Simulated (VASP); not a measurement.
HfB: relaxation of cell and atoms with RPBE+D3(BJ)

Crystal: HfB.

```
Hf B
1.0
     0.00000    2.31000    2.31000
     2.31000    0.00000    2.31000
     2.31000    2.31000    0.00000
Hf B
1 1
Direct
  0.50000 0.50000 0.50000
  0.00000 0.00000 0.00000
```

```
Program                : VASP 6.6.1
Task                   : relaxation of cell and atoms
Functional             : RPBE
Dispersion             : D3(BJ)
Potentials or basis    : VASP PAW PBE potentials, release 64 (Hf_pv, B)
Cutoff                 : 600 eV
k mesh                 : 10 × 10 × 10
Occupations            : fermi-dirac, width 0.05 eV
Spin                   : no spin polarisation
Dipole correction      : no
Further INCAR settings : ALGO = Normal; EDIFF = 1e-07; IBRION = 2; EDIFFG = -0.01; NSW = 60; ISIF = 3
```

```yaml
Relaxed_volume: 12.30 Å³/atom
Relaxed_cell: a = 3.264 Å, b = 3.264 Å, c = 3.264 Å, α = 60.00°, β = 60.00°, γ = 60.00°
Space_group_after_relaxing_to_0.05_Å: Fm-3m (No. 225)
Energy_gained_by_relaxing: 0.1 meV/atom
Ionic_steps: 3
Pressure_after_relaxing: 0.0 GPa
Dispersion_energy_per_atom: -2.569 eV
```

The path:
```
step  energy change (eV)  largest force (eV/Å)  pressure (GPa)  volume (Å³)
   1              0.0000                0.0000           -0.54        24.65
   2              0.0001                0.0000            0.88        24.50
   3             -0.0001                0.0000            0.02        24.59
```

Final structure:
```cif
data_structure
_symmetry_space_group_name_H-M 'P 1'
_symmetry_Int_Tables_number 1
_cell_length_a 3.2642
_cell_length_b 3.2642
_cell_length_c 3.2642
_cell_angle_alpha 60.000
_cell_angle_beta 60.000
_cell_angle_gamma 60.000
_cell_volume 24.59
loop_
_atom_site_label
_atom_site_type_symbol
_atom_site_fract_x
_atom_site_fract_y
_atom_site_fract_z
_atom_site_occupancy
Hf1 Hf 0.50000 0.50000 0.50000 1
B1 B 0.00000 0.00000 0.00000 1
```

Levels at points of the mesh, in eV from the Fermi level:
```csv
k point,band 3,band 4,band 5,band 6,band 7,band 8,band 9,band 10
"(0.00, 0.00, 0.00)",-28.29,-9.60,2.24,2.24,2.24,3.98,3.98,3.98
"(0.50, 0.00, 0.00)",-28.37,-5.01,-4.10,-1.35,-1.35,6.61,6.61,7.68
"(0.50, 0.50, 0.00)",-28.55,-6.77,-1.08,-0.91,2.39,2.39,6.30,7.99
```

Run time: 66 s on 1 thread of Intel Xeon 8259CL (shared host), peak memory 0.18 GiB.

Caveat: the PAW data sets were made with another functional, which shifts forces and pressure a little; spin-orbit coupling is left out, which moves the levels of the heavy elements; pairwise dispersion overbinds metals, which lowers pressure and volume.
